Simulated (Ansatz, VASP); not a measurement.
# Bi in VASP and in Ansatz

```xyz
2
Lattice="4.2768 0.0000 0.0000 -2.1384 3.7039 0.0000 0.0000 0.0000 4.2090" Properties=species:S:1:pos:R:3 pbc="T T T"
Bi    0.0000    2.4692    1.0523
Bi    2.1384    1.2346    3.1568
```

Alike in both runs: functional PBEsol; k mesh 6 × 6 × 4; occupations gaussian, width 0.1 eV; no spin polarisation.

Ansatz relaxed the structure, and its values are those at the end. VASP's run is a single point on that final structure, the one shown.

|  | VASP | Ansatz |
| --- | --- | --- |
| version | VASP 6.6.1 | Ansatz 0.2.0 |
| potentials or method | VASP PAW PBE potentials, release 64 (Bi_d), cutoff 520 eV | scalar-relativistic, plane waves, PAW |
| valence electrons in the cell | 30 | 30 |

|  | VASP | Ansatz | Ansatz less VASP |
| --- | --- | --- | --- |
| gap on the k mesh at the Fermi level (eV) | none | none | - |
| pressure (GPa) | -0.4 | -0.3 | +0.10 |

VASP's potentials were made for PBE, not for PBEsol. A gap of «none» marks a metal or a gap that the smearing closes. The functional is the same, so the differences come from potentials, cutoffs and numerics.

The k mesh is coarse, so the values compare programs but aren't converged. Neither program's run includes spin-orbit coupling.
